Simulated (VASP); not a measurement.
# Se (Fd-3m) in VASP: a series of runs

Se is run at these levels: PBE+U, LDA+U; tasks: single point.

Program: VASP 6.6.1. These are calculated values, not measurements. Logs are shortened: lines on timing, memory, paths and dates and some standing lists are left out, and cuts for length are marked.

## (1) The cell of the first run

It takes space group Fd-3m (No. 227, cubic). The conventional cell has a = 6.251 Å, b = 6.251 Å, c = 6.251 Å, α = 90.00°, β = 90.00°, γ = 90.00°. Within 3.6 Å of Se (site symmetry -43m) lie 4 Se at 2.71 Å.

This isn't the form of Se at room conditions, which is trigonal, of chains.

## (2) Single point, PBE+U

INCAR reads:

```
SYSTEM = Se
PREC = Accurate
ENCUT = 500
EDIFF = 1E-6
ISMEAR = 0
SIGMA = 0.1
LREAL = .False.
LASPH = .True.
NELM = 200
ALGO = Normal
ISIF = 2
LWAVE = .False.
LCHARG = .False.
LDAU = .True.
LDAUTYPE = 2
LDAUL = 1
LDAUU = 1.7
LDAUJ = 0
LDAUPRINT = 1
GGA = PE
NBANDS = 13
ISYM = 0
GGA_COMPAT = .False.
```

KPOINTS reads:

```
regular mesh
0
Gamma
  1 1 7
  0 0 0
```

POSCAR reads:

```
Se
1.0
    0.0000000000      3.1255665700      3.1255665700
    3.1255665700      0.0000000000      3.1255665700
    3.1255665700      3.1255665700      0.0000000000
Se
2
Direct
    0.5000000000      0.5000000000      0.5000000000
    0.7500000000      0.7500000000      0.7500000000
```

Potentials or basis: VASP PAW PBE potentials, release 64 (Se).

Launch:

```console
$ cat potpaw_PBE.64/Se/POTCAR > POTCAR
$ mpirun -np 1 vasp_std > vasp.out
```

OUTCAR:

```text
SYSTEM = Se
   PREC = Accurate
   ENCUT = 500
   EDIFF = 1E-6
   ISMEAR = 0
   LREAL = .False.
   LASPH = .True.
   NELM = 200
   ISIF = 2
   GGA = PE
   ISYM = 0

 ion  position               nearest neighbor table
   1  0.500  0.500  0.500-   2 2.71   2 2.71   2 2.71   2 2.71
   2  0.750  0.750  0.750-   1 2.71   1 2.71   1 2.71   1 2.71

IMPORTANT INFORMATION: All symmetrisations will be switched off!
NOSYMM: (Re-)initialisation of all symmetry stuff for point group C_1.

----------------------------------------------------------------------------------------

                                     Primitive cell

  volume of cell :      61.0684

  direct lattice vectors                    reciprocal lattice vectors
     0.000000000  3.125566570  3.125566570    -0.159970997  0.159970997  0.159970997
     3.125566570  0.000000000  3.125566570     0.159970997 -0.159970997  0.159970997
     3.125566570  3.125566570  0.000000000     0.159970997  0.159970997 -0.159970997

  length of vectors
     4.420218633  4.420218633  4.420218633     0.277077894  0.277077894  0.277077894

  position of ions in fractional coordinates (direct lattice)
     0.500000000  0.500000000  0.500000000
     0.750000000  0.750000000  0.750000000

  ion indices of the primitive-cell ions
   primitive index   ion index
                 1           1
                 2           2

----------------------------------------------------------------------------------------

 KPOINTS: regular mesh

Automatic generation of k-mesh.
 Grid dimensions read from file:
 generate k-points for:    1    1    7

 Generating k-lattice:

  Cartesian coordinates                     Fractional coordinates (reciprocal lattice)
    -0.159970997  0.159970997  0.159970997     1.000000000  0.000000000  0.000000000
     0.159970997 -0.159970997  0.159970997     0.000000000  1.000000000  0.000000000
     0.022853000  0.022853000 -0.022853000     0.000000000  0.000000000  0.142857143

  Length of vectors
     0.277077894  0.277077894  0.039582556

  Shift w.r.t. Gamma in fractional coordinates (k-lattice)
     0.000000000  0.000000000  0.000000000

 -----------------------------------------------------------------------------
|                                                                             |
|           W    W    AA    RRRRR   N    N  II  N    N   GGGG   !!!           |
|           W    W   A  A   R    R  NN   N  II  NN   N  G    G  !!!           |
|           W    W  A    A  R    R  N N  N  II  N N  N  G       !!!           |
|           W WW W  AAAAAA  RRRRR   N  N N  II  N  N N  G  GGG   !            |
|           WW  WW  A    A  R   R   N   NN  II  N   NN  G    G                |
|           W    W  A    A  R    R  N    N  II  N    N   GGGG   !!!           |
|                                                                             |
|     Your reciprocal lattice and k-lattice belong to different lattice       |
|     classes:                                                                |
|                                                                             |
|        The reciprocal lattice is body-centered cubic,                       |
|        whereas your k-lattice is rhombohedral (trigonal).                   |
|                                                                             |
|     Results are often still useful ...                                      |
|                                                                             |
 -----------------------------------------------------------------------------

 WARNING: IBZKPT: internal override: KBLOWUP is changed to .FALSE.
      ... skipping the blow-up phase ...

 Subroutine IBZKPT returns following result:
 ===========================================

 Found      4 irreducible k-points:

 Following reciprocal coordinates:
            Coordinates               Weight
  0.000000  0.000000  0.000000      1.000000
  0.000000  0.000000  0.142857      2.000000
  0.000000  0.000000  0.285714      2.000000
  0.000000  0.000000  0.428571      2.000000
   k-points           NKPTS =      4   k-points in BZ     NKDIM =      4   number of bands    NBANDS=     13
   number of dos      NEDOS =    301   number of ions     NIONS =      2
   total plane-waves  NPLWV =  32768
   dimension x,y,z NGX =    32 NGY =   32 NGZ =   32
   dimension x,y,z NGXF=    64 NGYF=   64 NGZF=   64
   ions per type =               2
   NGX,Y,Z   is equivalent  to a cutoff of  12.04, 12.04, 12.04 a.u.
   NGXF,Y,Z  is equivalent  to a cutoff of  24.07, 24.07, 24.07 a.u.
 SYSTEM =  Se
   PREC   = accura    normal or accurate (medium, high low for compatibility)
   ISTART =      0    job   : 0-new  1-cont  2-samecut
   ICHARG =      2    charge: 1-file 2-atom 10-const
   ISPIN  =      1    spin polarized calculation?
   LNONCOLLINEAR =      F non collinear calculations
   LSORBIT =      F    spin-orbit coupling
   LASPH  =      T    aspherical Exc in radial PAW
   ENCUT  =  500.0 eV  36.75 Ry    6.06 a.u.   8.06  8.06  8.06*2*pi/ulx,y,z
   NELM   =    200;   NELMIN=  2; NELMDL= -5     # of ELM steps
   EDIFF  = 0.1E-05   stopping-criterion for ELM
   LREAL  =      F    real-space projection
   EDIFFG = 0.1E-04   stopping-criterion for IOM
   NSW    =      0    number of steps for IOM
   IBRION =     -1    ionic relax: 0-MD 1-quasi-New 2-CG
   NFREE  =      0    steps in history (QN), initial steepest desc. (CG)
   ISIF   =      2    stress and relaxation
   ISYM   =      0    0-nonsym 1-usesym 2-fastsym
   POTIM  = 0.5000    time-step for ionic-motion
   TEBEG  =    0.0;   TEEND  =   0.0 temperature during run
   PSTRESS=    0.0 pullay stress
   NELECT =      12.0000    total number of electrons
   NUPDOWN=      -1.0000    fix difference up-down
   EMIN   =  10.00;   EMAX   =-10.00  energy-range for DOS
   EFERMI =   0.00;   METHOD = LEGACY
   ISMEAR =     0;   SIGMA  =   0.10  broadening in eV -4-tet -1-fermi 0-gaus
   EFERMI_NEDOS =   21; number of points for ismear=-14 and -15
   IALGO  =     38    algorithm
   IMIX   =      4    mixing-type and parameters
     AMIX     =   0.40;   BMIX     =  1.00
     AMIX_MAG =   1.60;   BMIX_MAG =  1.00
  volume/ion in A,a.u.               =      30.53       206.05
  Fermi-wavevector in a.u.,A,eV,Ry     =   0.951765  1.798575 12.324933  0.905857
  Thomas-Fermi vector in A             =   2.080266
   LORBIT       =      0    0 simple, 1 ext, 2 COOP (PROOUT), +10 PAW based schemes
 LDA+U is selected, type is set to LDAUTYPE =  2
   angular momentum for each species LDAUL =     1
   U (eV)           for each species LDAUU =   1.7
   J (eV)           for each species LDAUJ =   0.0
   GGA     = PE    functional components
   LHFCALC =     F    Hartree Fock is set to
   AEXX    =    0.0000 exact exchange contribution
   IVDW    =     0    specifies the selected vdW correction
   LEPSILON=     F    determine dielectric tensor
   LRPA    =     F    only Hartree local field effects (RPA)
 non-spin polarized calculation
 Gauss-broadening in eV      SIGMA  =   0.10
  energy-cutoff  :      500.00
  volume of cell :       61.07
 maximum number of plane-waves:      1546
   NGX = 17   NGY = 17   NGZ = 17

 number of electron      11.9999996 magnetization

 Free energy of the ion-electron system (eV)
  ---------------------------------------------------
  ext. energy  EPLUGINS =         0.00000000
  ---------------------------------------------------
  free energy    TOTEN  =        -1.78860231 eV

  energy without entropy =       -1.75461108  energy(sigma->0) =       -1.77160670

 E-fermi :   2.2177     XC(G=0):  -8.0988

 val. band max:        2.1461294837   @ k =   0.0000   0.0000   0.1429
 cond. band min:       2.2518577399   @ k =   0.0000   0.0000   0.1429
 fundamental gap:      0.1057282563
 Fermi energy:         2.2176802424

 k-point     1 :       0.0000    0.0000    0.0000
  band No.  band energies     occupation
      1     -12.8497      2.00000
      2      -7.4681      2.00000
      3      -0.8806      2.00000
      4      -0.6690      2.00000
      5      -0.6690      2.00000
      6       1.8476      2.00000
      7       1.8476      2.00000
      8       2.0387      1.98865
      9       7.0122      0.00000
     10      10.1545      0.00000
     11      10.1545      0.00000
     12      12.0804      0.00000
     13      12.0804      0.00000

 k-point     2 :       0.0000    0.0000    0.1429
  band No.  band energies     occupation
      1     -12.7042      2.00000
      2      -7.8465      2.00000
      3      -0.8902      2.00000
      4      -0.8700      2.00000
      5      -0.8700      2.00000
      6       2.1461      1.68842
      7       2.1461      1.68840
      8       2.2519      0.62885
      9       7.6937      0.00000
     10       9.6888      0.00000
     11       9.6888      0.00000
     12      11.7171      0.00000
     13      13.2148      0.00000

 k-point     3 :       0.0000    0.0000    0.2857
  band No.  band energies     occupation
      1     -12.3025      2.00000
      2      -8.7045      2.00000
      3      -1.2137      2.00000
      4      -1.2137      2.00000
      5      -1.0914      2.00000
      6       2.6785      0.00000
      7       2.6785      0.00000
      8       3.1612      0.00000
      9       8.7831      0.00000
     10       9.5630      0.00000
     11       9.5630      0.00000
     12      11.3540      0.00000
     13      13.9687      0.00000

 k-point     4 :       0.0000    0.0000    0.4286
  band No.  band energies     occupation
      1     -11.8265      2.00000
      2      -9.4985      2.00000
      3      -1.4296      2.00000
      4      -1.4296      2.00000
      5      -1.3116      2.00000
      6       3.0021      0.00000
      7       3.0021      0.00000
      8       4.3119      0.00000
      9       9.1898      0.00000
     10      10.1333      0.00000
     11      10.2876      0.00000
     12      10.2876      0.00000
     13      12.6590      0.00000

------------------------ aborting loop because EDIFF is reached ----------------------------------------

  FORCE on cell =-STRESS in cart. coord.  units (eV):
  Direction    XX          YY          ZZ          XY          YZ          ZX
  --------------------------------------------------------------------------------------
  -------------------------------------------------------------------------------------
  Total        2.8134040      2.8134762      2.8134805     -4.3700417      4.3700590      4.3699965
  in kB       73.8119060     73.8138003     73.8139149   -114.6515451    114.6519981    114.6503581
  external PRESSURE =      73.8132071 kB  Pullay stress =       0.0000000 kB

 VOLUME and BASIS-vectors are now :
 -----------------------------------------------------------------------------
  energy-cutoff  :      500.00
  volume of cell :       61.07
      direct lattice vectors                 reciprocal lattice vectors
     0.000000000  3.125566570  3.125566570    -0.159970997  0.159970997  0.159970997
     3.125566570  0.000000000  3.125566570     0.159970997 -0.159970997  0.159970997
     3.125566570  3.125566570  0.000000000     0.159970997  0.159970997 -0.159970997

 POSITION                                       TOTAL-FORCE (eV/Angst)
 -----------------------------------------------------------------------------------
      3.12557      3.12557      3.12557         0.866731      0.866775     -0.866767
      4.68835      4.68835      4.68835        -0.866731     -0.866775      0.866767
 -----------------------------------------------------------------------------------
    total drift:                               -0.000000     -0.000000      0.000001

  FREE ENERGIE OF THE ION-ELECTRON SYSTEM (eV)
  ---------------------------------------------------
  free  energy   TOTEN  =        -1.7886023058 eV

  energy  without entropy=       -1.7546110844  energy(sigma->0) =       -1.77160670
```

Run time: 7.2 s. Hardware: 1 thread of AMD EPYC 7R43 (Zen 3), shared host; peak memory 0.13 GiB.

Results:

- Free energy: -1.7886 eV
- Pressure: 7.4 GPa
- Band gap on the k mesh: zero (bands 6 and 7 overlap by 1.15 eV)

Levels at points of the mesh, in eV from the Fermi level:
```tsv
k point	band 3	band 4	band 5	band 6	band 7	band 8	band 9	band 10
(0.00, 0.00, 0.00)	-3.10	-2.89	-2.89	-0.37	-0.37	-0.18	4.79	7.94
```

Caveat: the k points lie up to 1.64 Å⁻¹ apart, too coarse for converged energies and pressures of a metal; U without spin polarisation on a metal has little footing.

## (3) Single point, PBE+U

INCAR reads:

```
SYSTEM = Se
  PREC = Accurate
  ENCUT = 500
  EDIFF = 1E-6
  ISMEAR = 0
  SIGMA = 0.1
  LREAL = .False.
  LASPH = .True.
  NELM = 200
  ALGO = Normal
  ISIF = 2
  LWAVE = .False.
  LCHARG = .False.
  LDAU = .True.
  LDAUTYPE = 2
  LDAUL = 1
  LDAUU = 1.9
  LDAUJ = 0
  LDAUPRINT = 1
  GGA = PE
  NBANDS = 13
  GGA_COMPAT = .False.
```

KPOINTS reads:

```
regular mesh
0
Gamma
  6 6 6
  0 0 0
```

POSCAR reads:

```
Se
1.0
    0.0000000000      3.1255665700      3.1255665700
    3.1255665700      0.0000000000      3.1255665700
    3.1255665700      3.1255665700      0.0000000000
Se
2
Direct
    1.2200000000      0.9600000000      1.2370000000
    1.4700000000      1.2100000000      1.4870000000
```

Potentials or basis: VASP PAW PBE potentials, release 64 (Se).

Launch:

```console
$ cat potpaw_PBE.64/Se/POTCAR > POTCAR
$ mpirun -np 1 vasp_std > vasp.out
```

Run time: 11 s. Hardware: 1 thread of AMD EPYC 7R43 (Zen 3), shared host; peak memory 0.13 GiB.

The run converged. Its results:

* Free energy: -3.4000 eV
* Pressure: 2.0 GPa
* Band gap on the k mesh: zero (bands 6 and 7 overlap by 1.10 eV)

Levels at points of the mesh, in eV from the Fermi level:
```tsv
k point	band 4	band 5	band 6	band 7	band 8	band 9
(0.00, 0.00, 0.00)	-3.53	-3.53	-0.81	-0.81	-0.81	4.26
(0.50, 0.00, 0.00)	-4.25	-4.23	0.29	0.29	1.81	6.77
(0.50, 0.50, 0.00)	-5.05	-2.02	-2.02	2.29	2.29	6.15
```

Caveat: U without spin polarisation on a metal has little footing.

## (4) Single point, LDA+U

INCAR reads:

```
SYSTEM = Se
PREC = Accurate
ENCUT = 500
EDIFF = 1E-6
ISMEAR = 0
SIGMA = 0.048
LREAL = .FALSE.
LASPH = .TRUE.
NELM = 200
ALGO = Normal
ISIF = 2
LWAVE = .FALSE.
LCHARG = .TRUE.
LDAU = .TRUE.
LDAUTYPE = 2
LDAUL = 1
LDAUU = 8
LDAUJ = 0
LDAUPRINT = 1
LELF = .TRUE.
LVHAR = .TRUE.
NBANDS = 13
GGA_COMPAT = .FALSE.
```

KPOINTS reads:

```
regular mesh
0
G
  6 6 6
  0 0 0
```

POSCAR reads:

```
Se
1.0
    0.0000000000      3.1255665700      3.1255665700
    3.1255665700      0.0000000000      3.1255665700
    3.1255665700      3.1255665700      0.0000000000
Se
2
Direct
    0.6350000000      0.9820000000      1.3280000000
    0.8850000000      1.2320000000      1.5780000000
```

Potentials or basis: VASP PAW LDA potentials, release 64 (Se).

Launch:

```console
$ cat potpaw_LDA.64/Se/POTCAR > POTCAR
$ mpirun -np 1 vasp_std > vasp.out
```

OUTCAR:

```text
SYSTEM = Se
   PREC = Accurate
   ENCUT = 500
   EDIFF = 1E-6
   ISMEAR = 0
   LREAL = .FALSE.
   LASPH = .TRUE.
   NELM = 200
   ISIF = 2

 ion  position               nearest neighbor table
   1  0.635  0.982  0.328-   2 2.71   2 2.71   2 2.71   2 2.71
   2  0.885  0.232  0.578-   1 2.71   1 2.71   1 2.71   1 2.71

  LATTYP: Found a face centered cubic cell.
 ALAT       =     6.2511331400

  Lattice vectors:

 A1 = (   0.0000000000,   3.1255665700,   3.1255665700)
 A2 = (   3.1255665700,   0.0000000000,   3.1255665700)
 A3 = (   3.1255665700,   3.1255665700,   0.0000000000)

Analysis of symmetry for initial positions (statically):
=====================================================================
 Subroutine PRICEL returns:
 Original cell was already a primitive cell.

 Routine SETGRP: Setting up the symmetry group for a
 face centered cubic supercell.

 Subroutine GETGRP returns: Found 48 space group operations
 (whereof  1 operations were pure point group operations)
 out of a pool of 48 trial point group operations.

The static configuration has the point symmetry C_1 .
 The point group associated with its full space group is O_h .

Analysis of symmetry for dynamics (positions and initial velocities):
[... 171 lines left out ...]
      8       2.0001      2.00000
      9       6.3475      0.00000
     10       9.7787      0.00000
     11       9.7787      0.00000
     12      11.7171      0.00000
     13      11.7171      0.00000
[... 226 lines left out ...]
  band No.  band energies     occupation
      1     -11.3718      2.00000
      2     -11.3718      2.00000
      3      -2.4539      2.00000
      4      -2.4539      2.00000
      5       1.3474      2.00000
      6       1.3474      2.00000
      7       4.5754      0.00000
      8       4.5754      0.00000
      9       8.3623      0.00000
     10       8.3623      0.00000
     11      11.6939      0.00000
     12      11.6939      0.00000
     13      14.8585      0.00000

------------------------ aborting loop because EDIFF is reached ----------------------------------------

  FORCE on cell =-STRESS in cart. coord.  units (eV):
  Direction    XX          YY          ZZ          XY          YZ          ZX
  --------------------------------------------------------------------------------------
  -------------------------------------------------------------------------------------
  Total        0.0797815      0.0797815      0.0797815     -0.0000000     -0.0000000     -0.0000000
  in kB        2.0931323      2.0931323      2.0931323     -0.0000000     -0.0000000     -0.0000000
  external PRESSURE =       2.0931323 kB  Pullay stress =       0.0000000 kB

 VOLUME and BASIS-vectors are now :
 -----------------------------------------------------------------------------
  energy-cutoff  :      500.00
  volume of cell :       61.07
      direct lattice vectors                 reciprocal lattice vectors
     0.000000000  3.125566570  3.125566570    -0.159970997  0.159970997  0.159970997
     3.125566570  0.000000000  3.125566570     0.159970997 -0.159970997  0.159970997
     3.125566570  3.125566570  0.000000000     0.159970997  0.159970997 -0.159970997

 POSITION                                       TOTAL-FORCE (eV/Angst)
 -----------------------------------------------------------------------------------
      4.09449      3.00992      5.05404        -0.000000     -0.000000     -0.000000
      2.53171      4.57270      3.49126         0.000000      0.000000      0.000000
 -----------------------------------------------------------------------------------
    total drift:                                0.000000     -0.000001      0.000008

  FREE ENERGIE OF THE ION-ELECTRON SYSTEM (eV)
  ---------------------------------------------------
  free  energy   TOTEN  =         3.5250043148 eV

  energy  without entropy=        3.5280508761  energy(sigma->0) =        3.52652760
```

stdout:

```text
POSCAR found type information on POSCAR Se
 POSCAR found :  1 types and       2 ions
 scaLAPACK will be used
 LDA part: xc-table for (Slater(with rela. corr.)+CA(PZ))
 , standard interpolation
 POSCAR, INCAR and KPOINTS ok, starting setup
 FFT: planning ... GRIDC
 FFT: planning ... GRID_SOFT
 FFT: planning ... GRID
 WAVECAR not read
 entering main loop
```

Run time: 10 s. Hardware: 1 thread of AMD EPYC 7R43 (Zen 3), shared host; peak memory 0.12 GiB.

Results:

- Free energy: 3.5250 eV
- Pressure: 0.2 GPa
- Band gap on the k mesh: zero (bands 6 and 7 overlap by 1.10 eV)

Levels at points of the mesh, in eV from the Fermi level:
| k point | band 4 | band 5 | band 6 | band 7 | band 8 | band 9 |
| --- | --- | --- | --- | --- | --- | --- |
| (0.00, 0.00, 0.00) | -3.53 | -3.53 | -0.86 | -0.86 | -0.86 | 3.49 |
| (0.50, 0.00, 0.00) | -4.27 | -4.27 | 0.24 | 0.24 | 1.87 | 6.05 |
| (0.50, 0.50, 0.00) | -5.10 | -2.20 | -2.20 | 2.40 | 2.40 | 5.67 |

Caveat: U without spin polarisation on a metal has little footing.

## (5) Summary

| level | potentials or basis | U | k mesh | smearing | gap on the mesh (eV) | pressure (GPa) |
| --- | --- | --- | --- | --- | --- | --- |
| PBE+U | VASP PAW PBE potentials, release 64 (Se) | Se p U = 1.7 eV | 1 × 1 × 7 | gaussian 0.1 eV | none | 7.4 |
| PBE+U | VASP PAW PBE potentials, release 64 (Se) | Se p U = 1.9 eV | 6 × 6 × 6 | gaussian 0.1 eV | none | 2.0 |
| LDA+U | VASP PAW LDA potentials, release 64 (Se) | Se p U = 8.0 eV | 6 × 6 × 6 | gaussian 0.048 eV | none | 0.2 |

Alike in all rows: task single point; no spin polarisation; cell as given; cutoff (eV) 500.

Caveats: some runs use coarse meshes; U without spin polarisation on a metal has little footing.

Absolute energies hang on the potentials; compare differences alone.
